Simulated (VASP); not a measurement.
Input of a VASP 6.6.1 run:

Contents of INCAR:

```
  ALGO = Normal
  EDIFF = 1E-6
  ENCUT = 520
  GGA = PS
  ISIF = 2
  ISMEAR = 0
  LASPH = T
  LCHARG = F
  LREAL = F
  LWAVE = F
  NBANDS = 18
  NELM = 100
  PREC = Accurate
  SIGMA = 0.05
```

The input KPOINTS:

```
k-points
0
Gamma
  12 12 6
```

Contents of POSCAR:

```
NiO2
1.0
    2.7839850047      0.0000000000      0.0000000000
   -1.3919925024      2.4110017378      0.0000000000
    0.0000000000      0.0000000000      4.9726140668
Ni O
1 2
Direct
    0.0000000000      0.0000000000      0.5000000000
    0.6666666667      0.3333333333      0.6499533987
    0.3333333333      0.6666666667      0.3500466013
```

Potentials or basis: VASP PAW PBE potentials, release 64 (Ni, O).

The run is started by

```bash
$ cat potpaw_PBE.64/Ni/POTCAR potpaw_PBE.64/O/POTCAR > POTCAR
$ mpirun -np 1 vasp_std > vasp.out
```

Q: Estimate the band gap on the k mesh.

A: 0.93 eV, indirect (least direct gap 1.45 eV).

Q: What does it give for the largest force?

A: 4.205 eV/Å.

Q: Predict the pressure.

A: 32.1 GPa.

Forces in eV/Å, atoms in the order of the input:
```
Ni   0.000  0.000  0.000
O    0.000  0.000  4.205
O    0.000  0.000 -4.205
```

Caveat: the PAW data sets were made with another functional, which shifts forces and pressure a little. Spin polarisation is off, so any magnetic state and its effect on volume and gap are missing.
